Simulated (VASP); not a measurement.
# WC (Fm-3m) in VASP: further runs

The runs below take WC through single point, relaxation of cell and atoms, with LDA+U, PBEsol, PBEsol+D4.

All numbers are computed with VASP 6.6.1; they aren't measurements. Logs are shortened: lines on timing, memory, paths and dates and some standing lists are left out, and cuts for length are marked.

### 1 The cell of the first run

It takes space group Fm-3m (No. 225, cubic). The conventional cell has a = 4.385 Å, b = 4.385 Å, c = 4.385 Å, α = 90.00°, β = 90.00°, γ = 90.00°. W (site symmetry m-3m) has 6 C at 2.19 Å within 2.9 Å. C (site symmetry m-3m) has 6 W at 2.19 Å within 2.9 Å.

### 2 Single point, LDA+U

Input file INCAR:

```
SYSTEM = WC
  PREC = Accurate
  ENCUT = 520
  EDIFF = 1E-7
  ISMEAR = -1
  SIGMA = 0.05
  LREAL = .False.
  LASPH = .True.
  NELM = 150
  ALGO = Normal
  ISIF = 2
  LWAVE = .False.
  LCHARG = .False.
  LMAXMIX = 4
  LDAU = .True.
  LDAUTYPE = 2
  LDAUL = 2 -1
  LDAUU = 6 0
  LDAUJ = 0 0
  LDAUPRINT = 1
  NBANDS = 16
```

Input file KPOINTS:

```
regular mesh
0
Gamma
  10 10 10
  0 0 0
```

Input file POSCAR:

```
WC
1.0
    0.0000000000      2.1926840000      2.1926840000
    2.1926840000      0.0000000000      2.1926840000
    2.1926840000      2.1926840000      0.0000000000
W C
1 1
Direct
    0.0000000000      0.0000000000      0.0000000000
    0.5000000000      0.5000000000      0.5000000000
```

Potentials or basis: VASP PAW LDA potentials, release 64 (W_sv, C).

Command:

```console
cat potpaw_LDA.64/W_sv/POTCAR potpaw_LDA.64/C/POTCAR > POTCAR
mpirun -np 1 vasp_std > vasp.out
```

OUTCAR:

```text
SYSTEM = WC
   PREC = Accurate
   ENCUT = 520
   EDIFF = 1E-7
   ISMEAR = -1
   LREAL = .False.
   LASPH = .True.
   NELM = 150
   ISIF = 2

 ion  position               nearest neighbor table
   1  0.000  0.000  0.000-   2 2.19   2 2.19   2 2.19   2 2.19   2 2.19   2 2.19
   2  0.500  0.500  0.500-   1 2.19   1 2.19   1 2.19   1 2.19   1 2.19   1 2.19

  LATTYP: Found a face centered cubic cell.
 ALAT       =     4.3853680000

  Lattice vectors:

 A1 = (   0.0000000000,   2.1926840000,   2.1926840000)
 A2 = (   2.1926840000,   0.0000000000,   2.1926840000)
 A3 = (   2.1926840000,   2.1926840000,   0.0000000000)

Analysis of symmetry for initial positions (statically):
=====================================================================
 Subroutine PRICEL returns:
 Original cell was already a primitive cell.

 Routine SETGRP: Setting up the symmetry group for a
 face centered cubic supercell.

 Subroutine GETGRP returns: Found 48 space group operations
 (whereof 48 operations were pure point group operations)
 out of a pool of 48 trial point group operations.

The static configuration has the point symmetry O_h .

Analysis of symmetry for dynamics (positions and initial velocities):
=====================================================================
 Subroutine PRICEL returns:
 Original cell was already a primitive cell.

 Routine SETGRP: Setting up the symmetry group for a
 face centered cubic supercell.

 Subroutine GETGRP returns: Found 48 space group operations
 (whereof 48 operations were pure point group operations)
 out of a pool of 48 trial point group operations.

The dynamic configuration has the point symmetry O_h .

 Subroutine INISYM returns: Found 48 space group operations
 (whereof 48 operations are pure point group operations),
 and found     1 'primitive' translations

----------------------------------------------------------------------------------------

                                     Primitive cell

  volume of cell :      21.0842

  direct lattice vectors                    reciprocal lattice vectors
     0.000000000  2.192684000  2.192684000    -0.228031034  0.228031034  0.228031034
     2.192684000  0.000000000  2.192684000     0.228031034 -0.228031034  0.228031034
     2.192684000  2.192684000  0.000000000     0.228031034  0.228031034 -0.228031034

  length of vectors
     3.100923451  3.100923451  3.100923451     0.394961337  0.394961337  0.394961337

  position of ions in fractional coordinates (direct lattice)
     0.000000000  0.000000000  0.000000000
     0.500000000  0.500000000  0.500000000

  ion indices of the primitive-cell ions
   primitive index   ion index
                 1           1
                 2           2

----------------------------------------------------------------------------------------

 KPOINTS: regular mesh

Automatic generation of k-mesh.
 Grid dimensions read from file:
 generate k-points for:   10   10   10

 Generating k-lattice:

  Cartesian coordinates                     Fractional coordinates (reciprocal lattice)
    -0.022803103  0.022803103  0.022803103     0.100000000  0.000000000  0.000000000
     0.022803103 -0.022803103  0.022803103     0.000000000  0.100000000  0.000000000
     0.022803103  0.022803103 -0.022803103     0.000000000  0.000000000  0.100000000

  Length of vectors
     0.039496134  0.039496134  0.039496134

  Shift w.r.t. Gamma in fractional coordinates (k-lattice)
     0.000000000  0.000000000  0.000000000

 Subroutine IBZKPT returns following result:
 ===========================================

 Found     47 irreducible k-points:

 Following reciprocal coordinates:
            Coordinates               Weight
  0.000000  0.000000  0.000000      1.000000
  0.100000  0.000000  0.000000      8.000000
  0.200000  0.000000  0.000000      8.000000
  0.300000  0.000000  0.000000      8.000000
  0.400000  0.000000  0.000000      8.000000
  0.500000  0.000000  0.000000      4.000000
[... 16 lines left out ...]
  0.300000  0.300000  0.000000      6.000000
  0.400000  0.300000  0.000000     24.000000
 [... further k-points ...]
   k-points           NKPTS =     47   k-points in BZ     NKDIM =     47   number of bands    NBANDS=     16
   number of dos      NEDOS =    301   number of ions     NIONS =      2
   total plane-waves  NPLWV =  13824
   dimension x,y,z NGX =    24 NGY =   24 NGZ =   24
   dimension x,y,z NGXF=    48 NGYF=   48 NGZF=   48
   ions per type =               1   1
   NGX,Y,Z   is equivalent  to a cutoff of  12.87, 12.87, 12.87 a.u.
   NGXF,Y,Z  is equivalent  to a cutoff of  25.73, 25.73, 25.73 a.u.
 SYSTEM =  WC
   PREC   = accura    normal or accurate (medium, high low for compatibility)
   ISTART =      0    job   : 0-new  1-cont  2-samecut
   ICHARG =      2    charge: 1-file 2-atom 10-const
   ISPIN  =      1    spin polarized calculation?
   LNONCOLLINEAR =      F non collinear calculations
   LSORBIT =      F    spin-orbit coupling
   LASPH  =      T    aspherical Exc in radial PAW
   ENCUT  =  520.0 eV  38.22 Ry    6.18 a.u.   5.77  5.77  5.77*2*pi/ulx,y,z
   NELM   =    150;   NELMIN=  2; NELMDL= -5     # of ELM steps
   EDIFF  = 0.1E-06   stopping-criterion for ELM
   LREAL  =      F    real-space projection
   EDIFFG = 0.1E-05   stopping-criterion for IOM
   NSW    =      0    number of steps for IOM
   IBRION =     -1    ionic relax: 0-MD 1-quasi-New 2-CG
   NFREE  =      0    steps in history (QN), initial steepest desc. (CG)
   ISIF   =      2    stress and relaxation
   ISYM   =      2    0-nonsym 1-usesym 2-fastsym
   POTIM  = 0.5000    time-step for ionic-motion
   TEBEG  =    0.0;   TEEND  =   0.0 temperature during run
   PSTRESS=    0.0 pullay stress
   NELECT =      18.0000    total number of electrons
   NUPDOWN=      -1.0000    fix difference up-down
   EMIN   =  10.00;   EMAX   =-10.00  energy-range for DOS
   EFERMI =   0.00;   METHOD = LEGACY
   ISMEAR =    -1;   SIGMA  =   0.05  broadening in eV -4-tet -1-fermi 0-gaus
   EFERMI_NEDOS =   21; number of points for ismear=-14 and -15
   IALGO  =     38    algorithm
   IMIX   =      4    mixing-type and parameters
     AMIX     =   0.40;   BMIX     =  1.00
     AMIX_MAG =   1.60;   BMIX_MAG =  1.00
  volume/ion in A,a.u.               =      10.54        71.14
  Fermi-wavevector in a.u.,A,eV,Ry     =   1.553029  2.934800 32.815887  2.411900
  Thomas-Fermi vector in A             =   2.657319
   LORBIT       =      0    0 simple, 1 ext, 2 COOP (PROOUT), +10 PAW based schemes
 LDA+U is selected, type is set to LDAUTYPE =  2
   angular momentum for each species LDAUL =     2   -1
   U (eV)           for each species LDAUU =   6.0  0.0
   J (eV)           for each species LDAUJ =   0.0  0.0
   GGA     = CA    functional components
   LHFCALC =     F    Hartree Fock is set to
   AEXX    =    0.0000 exact exchange contribution
   IVDW    =     0    specifies the selected vdW correction
   LEPSILON=     F    determine dielectric tensor
   LRPA    =     F    only Hartree local field effects (RPA)
 non-spin polarized calculation
  energy-cutoff  :      520.00
  volume of cell :       21.08
 maximum number of plane-waves:       588
   NGX = 11   NGY = 11   NGZ = 11

atom =   1  type =  1  l = 2

 onsite density matrix

spin component  1

  0.3288  0.0000  0.0000 -0.0000 -0.0000
  0.0000  0.3288 -0.0000 -0.0000 -0.0000
  0.0000 -0.0000  0.3364 -0.0000 -0.0000
 -0.0000 -0.0000 -0.0000  0.3288  0.0000
 -0.0000 -0.0000 -0.0000  0.0000  0.3364

spin component  2

  0.3288  0.0000  0.0000 -0.0000 -0.0000
  0.0000  0.3288 -0.0000 -0.0000 -0.0000
  0.0000 -0.0000  0.3364 -0.0000 -0.0000
 -0.0000 -0.0000 -0.0000  0.3288  0.0000
 -0.0000 -0.0000 -0.0000  0.0000  0.3364

 occupancies and eigenvectors

  o =  0.3288  v =  1.0000  0.0000  0.0000  0.0000  0.0000  0.0000  0.0000  0.0000  0.0000  0.0000      0.0000  0.0000  0.0000  0.0000  0.0000  0.0000  0.0000  0.0000  0.0000  0.0000
  o =  0.3288  v =  0.0000  0.0000  0.0000  0.0000  0.0000  1.0000  0.0000  0.0000  0.0000  0.0000      0.0000  0.0000  0.0000  0.0000  0.0000  0.0000  0.0000  0.0000  0.0000  0.0000
  o =  0.3288  v =  0.0000 -1.0000  0.0000  0.0065 -0.0000  0.0000  0.0000  0.0000  0.0000  0.0000      0.0000  0.0000  0.0000  0.0000  0.0000  0.0000  0.0000  0.0000  0.0000  0.0000
  o =  0.3288  v =  0.0000  0.0000  0.0000  0.0000  0.0000  0.0000 -1.0000  0.0000  0.0065 -0.0000      0.0000  0.0000  0.0000  0.0000  0.0000  0.0000  0.0000  0.0000  0.0000  0.0000
  o =  0.3288  v =  0.0000  0.0065  0.0000  1.0000 -0.0000  0.0000  0.0000  0.0000  0.0000  0.0000      0.0000  0.0000  0.0000  0.0000  0.0000  0.0000  0.0000  0.0000  0.0000  0.0000
  o =  0.3288  v =  0.0000  0.0000  0.0000  0.0000  0.0000  0.0000  0.0065  0.0000  1.0000 -0.0000      0.0000  0.0000  0.0000  0.0000  0.0000  0.0000  0.0000  0.0000  0.0000  0.0000
  o =  0.3364  v =  0.0000  0.0000  0.0000  0.0000  0.0000  0.0000  0.0000  1.0000 -0.0000  0.0047      0.0000  0.0000  0.0000  0.0000  0.0000  0.0000  0.0000  0.0000  0.0000  0.0000
  o =  0.3364  v =  0.0000  0.0000  1.0000 -0.0000  0.0047  0.0000  0.0000  0.0000  0.0000  0.0000      0.0000  0.0000  0.0000  0.0000  0.0000  0.0000  0.0000  0.0000  0.0000  0.0000
  o =  0.3364  v =  0.0000  0.0000  0.0000  0.0000  0.0000  0.0000 -0.0000 -0.0047  0.0000  1.0000      0.0000  0.0000  0.0000  0.0000  0.0000  0.0000  0.0000  0.0000  0.0000  0.0000
  o =  0.3364  v =  0.0000 -0.0000 -0.0047  0.0000  1.0000  0.0000  0.0000  0.0000  0.0000  0.0000      0.0000  0.0000  0.0000  0.0000  0.0000  0.0000  0.0000  0.0000  0.0000  0.0000

 number of electron      18.0000001 magnetization

 Free energy of the ion-electron system (eV)
  ---------------------------------------------------
  ext. energy  EPLUGINS =         0.00000000
  ---------------------------------------------------
  free energy    TOTEN  =       -17.05776476 eV

  energy without entropy =      -17.05048509  energy(sigma->0) =      -17.05412493

 E-fermi :  12.8890     XC(G=0): -13.9091

 val. band max:       12.8572379329   @ k =   0.3000   0.2000   0.1000
 cond. band min:      12.9517801306   @ k =  -0.3000   0.3000   0.1000
 fundamental gap:      0.0945421978
 Fermi energy:        12.8889932109

 k-point     1 :       0.0000    0.0000    0.0000
  band No.  band energies     occupation
      1     -63.0910      2.00000
      2     -27.3042      2.00000
      3     -27.3042      2.00000
      4     -27.3042      2.00000
      5      -3.1965      2.00000
      6      10.1479      2.00000
[... 8 lines left out ...]
     15      22.0174      0.00000
     16      36.0492      0.00000

 k-point     2 :       0.1000    0.0000    0.0000
  band No.  band energies     occupation
      1     -63.0874      2.00000
      2     -27.3618      2.00000
      3     -27.3105      2.00000
      4     -27.3105      2.00000
      5      -2.9147      2.00000
      6       9.1361      2.00000
[... 8 lines left out ...]
     15      22.6836      0.00000
     16      33.1318      0.00000

 k-point     3 :       0.2000    0.0000    0.0000
  band No.  band energies     occupation
      1     -63.0782      2.00000
      2     -27.5103      2.00000
      3     -27.3269      2.00000
      4     -27.3269      2.00000
      5      -2.1160      2.00000
      6       7.4118      2.00000
[... 8 lines left out ...]
     15      24.1662      0.00000
     16      30.0843      0.00000

 k-point     4 :       0.3000    0.0000    0.0000
  band No.  band energies     occupation
      1     -63.0666      2.00000
      2     -27.6891      2.00000
      3     -27.3471      2.00000
      4     -27.3471      2.00000
      5      -0.9267      2.00000
      6       5.6278      2.00000
[... 8 lines left out ...]
     15      24.9891      0.00000
     16      27.9342      0.00000
[... 324 lines left out ...]
 k-point    22 :      -0.2000    0.2000    0.0000
  band No.  band energies     occupation
      1     -63.0626      2.00000
      2     -27.6575      2.00000
      3     -27.4617      2.00000
      4     -27.3416      2.00000
      5      -0.6564      2.00000
      6       5.4182      2.00000
[... 8 lines left out ...]
     15      25.2798      0.00000
     16      25.7431      0.00000

 k-point    23 :       0.3000    0.3000    0.0000
  band No.  band energies     occupation
      1     -63.0585      2.00000
      2     -27.6557      2.00000
      3     -27.4403      2.00000
      4     -27.4403      2.00000
      5      -0.9432      2.00000
      6       5.4917      2.00000
[... 8 lines left out ...]
     15      24.8956      0.00000
     16      28.0208      0.00000

 k-point    24 :       0.4000    0.3000    0.0000
  band No.  band energies     occupation
      1     -63.0511      2.00000
      2     -27.7311      2.00000
      3     -27.4800      2.00000
      4     -27.4625      2.00000
      5      -0.5617      2.00000
      6       5.5583      2.00000
[... 8 lines left out ...]
     15      24.1855      0.00000
     16      27.9084      0.00000

 [... further k-points ...]
[... 5 lines left out ...]
  --------------------------------------------------------------------------------------
  -------------------------------------------------------------------------------------
  Total       -0.3447819     -0.3447819     -0.3447819     -0.0000000     -0.0000000     -0.0000000
  in kB      -26.1997323    -26.1997323    -26.1997323     -0.0000000     -0.0000000     -0.0000000
  external PRESSURE =     -26.1997323 kB  Pullay stress =       0.0000000 kB

 VOLUME and BASIS-vectors are now :
 -----------------------------------------------------------------------------
  energy-cutoff  :      520.00
  volume of cell :       21.08
      direct lattice vectors                 reciprocal lattice vectors
     0.000000000  2.192684000  2.192684000    -0.228031034  0.228031034  0.228031034
     2.192684000  0.000000000  2.192684000     0.228031034 -0.228031034  0.228031034
     2.192684000  2.192684000  0.000000000     0.228031034  0.228031034 -0.228031034

 POSITION                                       TOTAL-FORCE (eV/Angst)
 -----------------------------------------------------------------------------------
      0.00000      0.00000      0.00000         0.000000      0.000000      0.000000
      2.19268      2.19268      2.19268        -0.000000      0.000000     -0.000000
 -----------------------------------------------------------------------------------
    total drift:                                0.000000     -0.000000     -0.000000

  FREE ENERGIE OF THE ION-ELECTRON SYSTEM (eV)
  ---------------------------------------------------
  free  energy   TOTEN  =       -17.0577647593 eV

  energy  without entropy=      -17.0504850930  energy(sigma->0) =      -17.05412493
```

It took 6 s on 1 thread of Intel Xeon 6975P-C (Granite Rapids), shared host; peak memory 0.14 GiB.

Results:

| Property | Result |
| --- | --- |
| Free energy | -17.0578 eV |
| Pressure | -2.6 GPa |
| Band gap on the k mesh | zero (band 9 reaches 13.98 eV, above the bottom of band 10 at 10.73 eV) |

Eigenvalues of the final occupation matrices:
| site | spin | trace | eigenvalues |
| --- | --- | --- | --- |
| site 1 d | 1 | 1.66 | 0.33 0.33 0.33 0.34 0.34 |
| site 1 d | 2 | 1.66 | 0.33 0.33 0.33 0.34 0.34 |

Caveat: spin-orbit coupling is left out, which moves the levels of the heavy elements; U without spin polarisation on a metal has little footing; the U is typed as a test and isn't derived for this compound.

(Part 1 of 2 ends here.)
